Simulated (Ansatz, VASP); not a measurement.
# AlNi3: VASP beside Ansatz

```
Al Ni
1.0
     0.00000    2.80189    2.80189
     2.80189    0.00000    2.80189
     2.80189    2.80189    0.00000
Al Ni
1 3
Cartesian
  2.8019 2.8019 2.8019
  1.4009 1.4009 1.4009
  0.0000 0.0000 0.0000
  4.2028 4.2028 4.2028
```

Alike in both runs: task single point; functional PBEsol; k mesh 7 × 7 × 7; occupations gaussian, width 0.01 eV; no spin polarisation.

|  | VASP | Ansatz |
| --- | --- | --- |
| version | VASP 6.6.1 | Ansatz 0.2.0 |
| potentials or method | VASP PAW PBE potentials, release 64 (Al, Ni), cutoff 520 eV | scalar-relativistic, plane waves, PAW |
| valence electrons in the cell | 33 | 57 |

VASP gave:

- gap on the k mesh at the Fermi level (eV): none
- pressure (GPa): -0.6

Which values does Ansatz return?

gap on the k mesh at the Fermi level (eV): none; pressure (GPa): -0.8.

VASP's potentials were made for PBE, not for PBEsol. A gap of «none» marks a metal or a gap that the smearing closes. VASP's potentials hold 33 valence electrons a cell and Ansatz's 57, so a difference there can come from the potentials and not from the codes.
